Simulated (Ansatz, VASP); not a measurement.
## Two plane-wave programs on Cr

```
Cr
1.0
     2.84783    0.00000    0.00000
     0.00000    2.84783    0.00000
     0.00000    0.00000   19.27175
Cr
4
Direct
  0.50000 0.50000 0.38917
  0.00000 0.00000 0.46306
  0.50000 0.50000 0.53694
  0.00000 0.00000 0.61083
```

Alike in both runs: task single point; functional PBE; k mesh 12 × 12 × 1; occupations gaussian, width 0.1 eV; no spin polarisation.

|  | VASP | Ansatz |
| --- | --- | --- |
| version | VASP 6.6.1 | Ansatz 0.2.0 |
| potentials or method | VASP PAW PBE potentials, release 64 (Cr_pv), cutoff 520 eV | scalar-relativistic, plane waves, PAW |
| valence electrons in the cell | 48 | 56 |

```csv
,VASP,Ansatz,Ansatz less VASP
gap on the k mesh at the Fermi level (eV),none,none,-
rms of the force components (eV/Å),0.790,0.796,+0.0064
"work function, face that differs most (eV)",4.06,4.06,+0.009
```

Atom by atom the forces differ by 0.009 eV/Å (rms over components). A gap of «none» marks a metal or a gap that the smearing closes. The functional is the same, so the differences come from potentials, cutoffs and numerics. VASP's potentials hold 48 valence electrons a cell and Ansatz's 56, so a difference there can come from the potentials and not from the codes.
